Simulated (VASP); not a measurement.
# Mg2ZnCd9S6O6 (P1) in VASP: a series of runs, part 2 of 2

VASP 6.6.1. The steps go on from the part before.

## (3) Single point, PBE

This run uses another cell than the first one, of 19.67 Å³/atom.

File INCAR:

```
SYSTEM = Mg2ZnCd9S6O6
ALGO = Normal
EDIFF = 1E-6
ENCUT = 520
GGA = PE
ISIF = 2
ISMEAR = 0
ISYM = 0
LASPH = .TRUE.
LCHARG = .FALSE.
LREAL = Auto
LWAVE = .FALSE.
NBANDS = 116
NELM = 100
PREC = Accurate
SIGMA = 0.1
```

File KPOINTS:

```
Automatic mesh
0
Gamma
  2 2 2
  0.5 0.5 0.5
```

File POSCAR:

```
Mg2ZnCd9S6O6
1.0
    5.7805475048      3.3676490906     -0.0555225537
   -0.0058283208      6.6415318319      6.1626181304
    5.6741226660     -3.2871771948      6.1213095700
O Mg S Zn Cd
6 2 6 1 9
Direct
    0.9925603454      0.3703165020      0.0193425811
    0.9943000713      0.6704841309      0.7059870968
    0.9022731730      0.7444367632      0.0774540769
    0.3911139173      0.6093084758      0.2714063522
    0.4002200614      0.9350931780      0.9411309064
    0.3916660616      0.2764080171      0.6119533885
    0.0438645696      0.5811123823      0.9192710479
    0.5456187124      0.1235103757      0.4471048535
    0.9648922756      0.0291762070      0.3263778211
    0.4479013384      0.5427981671      0.8743075173
    0.4882881268      0.8680804834      0.5146306846
    0.4508863174      0.1939385599      0.2002224914
    0.9048360727      0.4366011681      0.4227428376
    0.9017346632      0.0974438456      0.7833300016
    0.0732050918      0.2617668587      0.2185136662
    0.1967752711      0.1688149338      0.8474466352
    0.1895518318      0.5070235837      0.5025241991
    0.1785064631      0.8004627862      0.1296180947
    0.6483812533      0.3371373796      0.6703548695
    0.6632347126      0.6766223428      0.3013413796
    0.6594264069     -0.0288012835      0.0193646679
    0.0804296167      0.8924120039      0.5775615618
    0.6154404011      0.4158203834      0.0980564455
    0.6195936591      0.7614637761      0.7527143721
```

Potentials or basis: VASP PAW PBE potentials, release 64 (O, Mg, S, Zn, Cd).

On the command line:

```sh
cat potpaw_PBE.64/O/POTCAR potpaw_PBE.64/Mg/POTCAR potpaw_PBE.64/S/POTCAR potpaw_PBE.64/Zn/POTCAR potpaw_PBE.64/Cd/POTCAR > POTCAR
mpirun -np 1 vasp_std > vasp.out
```

Run time: 14 min. Hardware: 1 thread of Intel Xeon 8259CL, shared host; peak memory 0.64 GiB.

Results (log left out):

```
Free energy            : -89.3290 eV
Pressure               : 0.7 GPa
Largest force          : 0.111 eV/Å
Band gap on the k mesh : 1.65 eV (least direct gap 1.68 eV)
```

Forces in eV/Å, atoms in the order of the input:
```
O    0.009  0.068  0.014
O    0.076 -0.044  0.018
O    0.029  0.017 -0.106
O   -0.026 -0.013  0.006
O   -0.021 -0.015  0.009
O   -0.026 -0.014 -0.050
Mg   0.004  0.003  0.020
Mg  -0.005 -0.006 -0.018
S   -0.027 -0.005  0.022
S   -0.048 -0.027  0.003
S   -0.002  0.050  0.020
S    0.012 -0.033  0.029
S    0.015  0.003 -0.026
S    0.005  0.008  0.006
Zn   0.041 -0.024  0.019
Cd  -0.024  0.006 -0.011
Cd  -0.010 -0.012 -0.020
Cd  -0.010 -0.007  0.010
Cd   0.035  0.019  0.017
Cd   0.022 -0.013  0.030
Cd   0.003  0.029  0.027
Cd  -0.018  0.029  0.005
Cd  -0.013 -0.012 -0.013
Cd  -0.021 -0.005 -0.015
```

Stress tensor (GPa, compression positive):
```
 0.74  0.05 -0.05
 0.05  0.69 -0.01
-0.05 -0.01  0.64
```

Levels at points of the mesh, in eV from the valence-band top:
```
           k point  band 95  band 96  band 97  band 98  band 99  band 100  band 101  band 102
(0.25, 0.25, 0.25)    -0.60    -0.38    -0.07    -0.03     1.65      3.25      3.37      3.59
```

Caveat: a shifted mesh leaves out Γ, where band edges can lie.

## (4) Single point, PBE

This run uses another cell than the first one, of 19.77 Å³/atom.

File INCAR:

```
SYSTEM = Mg2ZnCd9S6O6
  ALGO = Normal
  EDIFF = 1E-6
  ENCUT = 520
  GGA = PE
  ISIF = 2
  ISMEAR = 0
  ISYM = 0
  LASPH = .TRUE.
  LCHARG = .FALSE.
  LREAL = Auto
  LWAVE = .FALSE.
  NBANDS = 116
  NELM = 60
  PREC = Accurate
  SIGMA = 0.1
```

KPOINTS is that of step 3.

File POSCAR:

```
Mg2ZnCd9S6O6
1.0
    5.6875620774      3.3500468619      0.0027191360
    0.0548047335      6.6102556143      6.2620760784
    5.6761892818     -3.3252621634      6.3343481851
O Mg S Zn Cd
6 2 6 1 9
Direct
    0.9701898903      0.3684974939      0.0128920964
    0.9908721184      0.6860250840      0.6928702321
    0.9100202836      0.7802876095      0.0880786549
    0.8676947912      0.1077589514      0.7848913905
    0.3746495106      0.6183939681      0.2666997659
    0.3927838962      0.2889159154      0.6274765883
    0.1572886786      0.7920671248      0.1645144298
    0.7320938757     -0.0151258628      0.9848301173
    0.9734531217      0.0021487130      0.3496345885
    0.4933682895      0.5020427842      0.8479437717
    0.4674165590      0.8599704909      0.5181630943
    0.5014334568      0.1799801303      0.1782671533
    0.8849226158      0.4305095250      0.4483062624
    0.3984803390      0.9378085475      0.9493730747
    0.6610459727      0.2982315183      0.6817098721
    0.1353621831      0.1917783499      0.8308475237
    0.1883197846      0.5170355789      0.5066473587
    0.6576339339      0.6845923819      0.2964914087
    0.0834127931      0.2474988353      0.2240492048
    0.0664161414      0.5868099499      0.9192495443
    0.0447470976      0.9224446130      0.6127074963
    0.5916609170      0.4316912560      0.1018973267
    0.6212984220      0.7400771522      0.7428356070
    0.5424889254      0.1201644234      0.4487680768
```

Potentials or basis: VASP PAW PBE potentials, release 64 (O, Mg, S, Zn, Cd).

On the command line:

```sh
cat potpaw_PBE.64/O/POTCAR potpaw_PBE.64/Mg/POTCAR potpaw_PBE.64/S/POTCAR potpaw_PBE.64/Zn/POTCAR potpaw_PBE.64/Cd/POTCAR > POTCAR
mpirun -np 1 vasp_std > vasp.out
```

OUTCAR:

```text
SYSTEM = Mg2ZnCd9S6O6
   EDIFF = 1E-6
   ENCUT = 520
   GGA = PE
   ISIF = 2
   ISMEAR = 0
   ISYM = 0
   LASPH = .TRUE.
   LREAL = Auto
   NELM = 60
   PREC = Accurate

 ion  position               nearest neighbor table
   1  0.970  0.368  0.013-  20 2.22  22 2.22  19 2.23  16 2.26
   2  0.991  0.686  0.693-  23 2.20  20 2.22  21 2.24  17 2.24
   3  0.910  0.780  0.088-   8 2.03   7 2.03  20 2.29  18 2.30
   4  0.868  0.108  0.785-   8 2.03  15 2.05  21 2.25  16 2.36
   5  0.375  0.618  0.267-   7 2.01  22 2.23  18 2.28  17 2.29
   6  0.393  0.289  0.627-  15 2.03  24 2.20  17 2.30  16 2.31
   7  0.157  0.792  0.165-   5 2.01   3 2.03   9 2.49  14 2.53  22 3.46   8 3.46  18 3.52  20 3.53
                            17 3.57  18 3.63
[... 661 lines left out ...]
  in kB        4.4012069      4.5199406      5.3057340      0.1624831     -0.1215045     -0.0119035
  external PRESSURE =       4.7422938 kB  Pullay stress =       0.0000000 kB

 VOLUME and BASIS-vectors are now :
 -----------------------------------------------------------------------------
  energy-cutoff  :      520.00
  volume of cell :      474.39
      direct lattice vectors                 reciprocal lattice vectors
     5.687562077  3.350046862  0.002719136     0.132158283  0.074195282 -0.079477265
     0.054804734  6.610255614  6.262076078    -0.044750856  0.075911139  0.079951205
     5.676189282 -3.325262163  6.334348185     0.044183537 -0.075076876  0.078864560

 POSITION                                       TOTAL-FORCE (eV/Angst)
 -----------------------------------------------------------------------------------
      5.61139      5.64317      2.39186        -0.001294      0.002245     -0.013197
      9.60611      5.55029      8.68752         0.013103      0.013253     -0.010085
      5.71851      7.91363      5.44662         0.004892      0.060642      0.043715
      9.39617      1.00916      5.64893         0.013921     -0.044637      0.041512
      3.67857      4.45599      5.56282        -0.068178      0.024859      0.032162
      5.81149      1.13913      5.78494         0.006027      0.002880      0.037317
[... 16 lines left out ...]
      7.79071      4.50335      9.34149        -0.038531     -0.024241      0.021314
      5.63932      1.11941      3.59661        -0.002849      0.000779     -0.034899
 -----------------------------------------------------------------------------------
    total drift:                                0.006547      0.003774      0.001406

  FREE ENERGIE OF THE ION-ELECTRON SYSTEM (eV)
  ---------------------------------------------------
  free  energy   TOTEN  =       -89.0977886310 eV

  energy  without entropy=      -89.0977886310  energy(sigma->0) =      -89.09778863
```

stdout:

```text
POSCAR found type information on POSCAR O MgS ZnCd
 POSCAR found :  5 types and      24 ions
 scaLAPACK will be used
 LDA part: xc-table for (Slater+PW92), standard interpolation
 POSCAR, INCAR and KPOINTS ok, starting setup
 FFT: planning ... GRIDC
 FFT: planning ... GRID_SOFT
 FFT: planning ... GRID
 WAVECAR not read
 entering main loop
```

Run time: 7.6 min. Hardware: 1 thread of Intel Xeon 8259CL, shared host; peak memory 0.61 GiB.

Results:

| Item | Value |
| --- | --- |
| Free energy | -89.0978 eV |
| Pressure | 0.5 GPa |
| Largest force | 0.079 eV/Å |
| Band gap on the k mesh | 1.38 eV |

Forces in eV/Å, atoms in the order of the input:
```
O   -0.001  0.002 -0.013
O    0.013  0.013 -0.010
O    0.005  0.061  0.044
O    0.014 -0.045  0.042
O   -0.068  0.025  0.032
O    0.006  0.003  0.037
Mg  -0.002 -0.002  0.001
Mg   0.000  0.002  0.001
S   -0.005  0.001 -0.053
S   -0.001 -0.001 -0.030
S   -0.003  0.007 -0.005
S    0.005 -0.001 -0.054
S    0.005 -0.017  0.010
S    0.024 -0.018  0.021
Zn   0.004  0.031  0.011
Cd   0.004 -0.019 -0.026
Cd  -0.022 -0.006 -0.027
Cd   0.027 -0.007  0.004
Cd   0.029 -0.023  0.021
Cd   0.034  0.014  0.013
Cd  -0.005  0.026 -0.004
Cd  -0.022 -0.022  0.000
Cd  -0.039 -0.024  0.021
Cd  -0.003  0.001 -0.035
```

Stress tensor (GPa, compression positive):
```
 0.44  0.02  0.00
 0.02  0.45 -0.01
 0.00 -0.01  0.53
```

Caveat: a shifted mesh leaves out Γ, where band edges can lie.

## (5) Single point, PBE

This run uses another cell than the first one, of 19.73 Å³/atom.

File INCAR:

```
PREC = Accurate ; ENCUT = 520
EDIFF = 1E-6 ; ISMEAR = 0
SIGMA = 0.1 ; LREAL = Auto
LASPH = T ; NELM = 100
ALGO = Normal ; ISIF = 2
LWAVE = F ; LCHARG = F
GGA = PE ; NBANDS = 116
ISYM = 0
```

File KPOINTS:

```
regular mesh
0
Gamma
  3 2 2
```

File POSCAR:

```
Mg2ZnCd9S6O6
1.0
    5.7944086017      3.3765970213     -0.0561953436
   -0.0008811989      6.6494381397      6.1630091618
    5.6811332548     -3.2858253535      6.1205854183
O Mg S Zn Cd
6 2 6 1 9
Direct
    0.9927212960      0.3701540011      0.0195273149
    0.9942606159      0.6704984727      0.7060838981
    0.9021241820      0.7444709370      0.0774799990
    0.3915122087      0.6095325521      0.2712094499
    0.4003150642      0.9350017310      0.9413020509
    0.3920535273      0.2762708169      0.6116760742
    0.0438778505      0.5810214576      0.9193921962
    0.5456139199      0.1231684381      0.4468260581
    0.9646126588      0.0292959348      0.3264856339
    0.4473944069      0.5428332196      0.8744178711
    0.4878212043      0.8679068878      0.5152050718
    0.4504390994      0.1945203940      0.2000735744
    0.9051169894      0.4367193240      0.4228420668
    0.9014215430      0.0978532743      0.7835107387
    0.0734093554      0.2616732180      0.2186979651
    0.1970421552      0.1685018422      0.8470226365
    0.1899775934      0.5068996340      0.5021794163
    0.1782532922      0.8005255737      0.1296136585
    0.6483547656      0.3371049017      0.6700842471
    0.6632489308      0.6766167834      0.3014336522
    0.6593244191      0.9712790997      0.0192743905
    0.0804692319      0.8925889413      0.5777167564
    0.6156763448      0.4158607215      0.0977762925
    0.6196597588      0.7611328643      0.7529265355
```

On the command line:

```sh
cat potpaw_PBE.64/O/POTCAR potpaw_PBE.64/Mg/POTCAR potpaw_PBE.64/S/POTCAR potpaw_PBE.64/Zn/POTCAR potpaw_PBE.64/Cd/POTCAR > POTCAR
mpirun -np 1 vasp_std > vasp.out
```

It took 15 min on 1 thread of Intel Xeon 8259CL, shared host; peak memory 0.7 GiB.

The run converged. Its results:

| Property | Result |
| --- | --- |
| Free energy | -89.2663 eV |
| Pressure | 0.5 GPa |
| Largest force | 0.095 eV/Å |
| Band gap on the k mesh | 0.54 eV |

Forces in eV/Å, atoms in the order of the input:
```
O   -0.011  0.062  0.010
O    0.056 -0.038  0.017
O    0.024  0.016 -0.090
O   -0.020 -0.015  0.010
O   -0.017 -0.010  0.014
O   -0.021 -0.013 -0.046
Mg   0.007  0.004  0.015
Mg  -0.001  0.000 -0.025
S   -0.025 -0.011  0.013
S   -0.043 -0.025  0.012
S   -0.009  0.043  0.021
S    0.018 -0.033  0.026
S    0.014  0.003 -0.013
S    0.012  0.006  0.008
Zn   0.033 -0.029  0.016
Cd  -0.021  0.002 -0.006
Cd  -0.013 -0.012 -0.016
Cd  -0.007 -0.005  0.012
Cd   0.029  0.020  0.010
Cd   0.024 -0.015  0.026
Cd   0.001  0.028  0.027
Cd  -0.015  0.026  0.004
Cd  -0.004 -0.004 -0.020
Cd  -0.009 -0.002 -0.025
```

Levels at points of the mesh, in eV from the valence-band top:
```tsv
k point	band 94	band 95	band 96	band 97	band 98	band 99	band 100	band 101	band 102	band 103
(0.00, 0.00, 0.00)	-0.65	-0.44	-0.22	-0.07	0.00	0.54	2.92	3.48	3.62	4.00
(0.00, 0.50, 0.00)	-0.67	-0.48	-0.45	-0.28	-0.13	1.97	2.08	3.23	3.74	4.10
(0.00, 0.00, 0.50)	-0.64	-0.49	-0.41	-0.28	-0.16	1.99	2.06	3.29	3.68	4.12
(0.00, 0.50, 0.50)	-0.51	-0.50	-0.21	-0.14	-0.05	2.43	2.54	2.81	3.12	4.21
```

Caveat: semilocal functionals underestimate gaps, and a narrow one can read as zero.

## (6) The runs side by side

```tsv
cell	k mesh	gap on the mesh (eV)	pressure (GPa)	largest force (eV/Å)
a = 6.521, b = 9.172, c = 8.960 Å, angles 78.9, 69.6, 68.8°, 24 atoms, atomic positions A	2 × 2 × 2, shifted	1.71	0.7	0.10
a = 6.690, b = 9.060, c = 8.971 Å, angles 78.7, 69.1, 68.7°, 24 atoms, atomic positions B	2 × 2 × 2, shifted	1.65	0.7	0.11
a = 6.601, b = 9.106, c = 9.132 Å, angles 77.5, 69.4, 68.0°, 24 atoms, atomic positions C	2 × 2 × 2, shifted	1.38	0.5	0.08
a = 6.707, b = 9.066, c = 8.974 Å, angles 78.8, 69.1, 68.7°, 24 atoms, atomic positions D	3 × 2 × 2	0.54	0.5	0.09
```

Alike in all rows: task single point; level PBE; potentials or basis VASP PAW PBE potentials, release 64 (O, Mg, S, Zn, Cd); no spin polarisation; cutoff (eV) 520; smearing gaussian 0.1 eV.

Caveats: a shifted mesh leaves out Γ, where band edges can lie (at least some runs); semilocal functionals underestimate gaps, and a narrow one can read as zero (at least some runs).

Total energies depend on the potentials used, so only differences within one code and one set of settings carry meaning.
